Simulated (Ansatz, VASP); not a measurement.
PbSe: VASP beside Ansatz

Contents of POSCAR:

```
PbSe
1.0
    0.0000000000      3.0696893648      3.0696893648
    3.0696893648      0.0000000000      3.0696893648
    3.0696893648      3.0696893648      0.0000000000
Pb Se
1 1
Direct
    0.0000000000      0.0000000000      0.0000000000
    0.5000000000      0.5000000000      0.5000000000
```

File INCAR.step1:

```
SYSTEM = PbSe
PREC     = Accurate       ! precision mode
ENCUT    = 520            ! plane-wave cutoff, eV
EDIFF    = 1E-5           ! SCF threshold, eV
ISMEAR   = 0              ! smearing method
SIGMA    = 0.01           ! smearing width, eV
LREAL    = .False.        ! projectors in reciprocal space
LASPH    = .True.         ! aspherical terms in the spheres
NELM     = 80             ! most SCF steps
ALGO     = Normal         ! electronic algorithm
ISIF     = 2              ! what is computed and relaxed
LWAVE    = .True.         ! write WAVECAR
LCHARG   = .False.        ! write CHGCAR
NBANDS   = 17             ! bands
GGA      = PE             ! functional
```

INCAR.step2

```
SYSTEM = PbSe
PREC     = Accurate       ! precision mode
ENCUT    = 520            ! plane-wave cutoff, eV
EDIFF    = 1E-6           ! SCF threshold, eV
ISMEAR   = 0              ! smearing method
SIGMA    = 0.01           ! smearing width, eV
LREAL    = .False.        ! projectors in reciprocal space
LASPH    = .True.         ! aspherical terms in the spheres
NELM     = 80             ! most SCF steps
ALGO     = Normal         ! electronic algorithm
ISIF     = 2              ! what is computed and relaxed
LWAVE    = .False.        ! write WAVECAR
LCHARG   = .False.        ! write CHGCAR
GGA      = PE             ! functional
LHFCALC  = .True.         ! exact exchange
HFSCREEN = 0.2079         ! screening, 1/A
PRECFOCK = Normal       
NBANDS   = 17             ! bands
ISTART   = 1
```

The input KPOINTS:

```
regular mesh
0
Gamma
  2 2 2
  0 0 0
```

Input for Ansatz:

```yaml
crystal:
  lattice:
    - [0.0, 3.0696893648, 3.0696893648]
    - [3.0696893648, 0.0, 3.0696893648]
    - [3.0696893648, 3.0696893648, 0.0]
  atoms:
    - { symbol: Pb, position: [0.0, 0.0, 0.0] }
    - { symbol: Se, position: [0.5, 0.5, 0.5] }
kpoints:
  mp_grid: { grid: [2, 2, 2] }
hamiltonian:
  xc: hse06
scf:
  occupations: { method: fixed }
  n_extra_bands: 4
output:
  forces: true
  stress: true
  eigenvalues: true
```

Alike in both runs: task single point; functional HSE06; k mesh 2 × 2 × 2; no spin polarisation.

|  | VASP | Ansatz |
| --- | --- | --- |
| version | VASP 6.6.1 | Ansatz 0.2.0 |
| potentials or method | VASP PAW PBE potentials, release 64 (Pb_d, Se) | plane waves |
| plane-wave cutoff (eV) | 520 | 420 |
| occupations | gaussian, width 0.01 eV | fixed |
| valence electrons in the cell | 20 | 30 |

|  | VASP | Ansatz | Ansatz less VASP |
| --- | --- | --- | --- |
| gap on the k mesh at the Fermi level (eV) | 0.85 | 0.77 | -0.077 |
| pressure (GPa) | 8.1 | 8.8 | +0.72 |

VASP's potentials hold 20 valence electrons a cell and Ansatz's 30, so a difference there can come from the potentials and not from the codes. Ansatz's warnings: stress exchange threshold loose, stress scf threshold loose.

The k mesh is coarse, so the values compare programs but aren't converged. Neither program's run includes spin-orbit coupling.
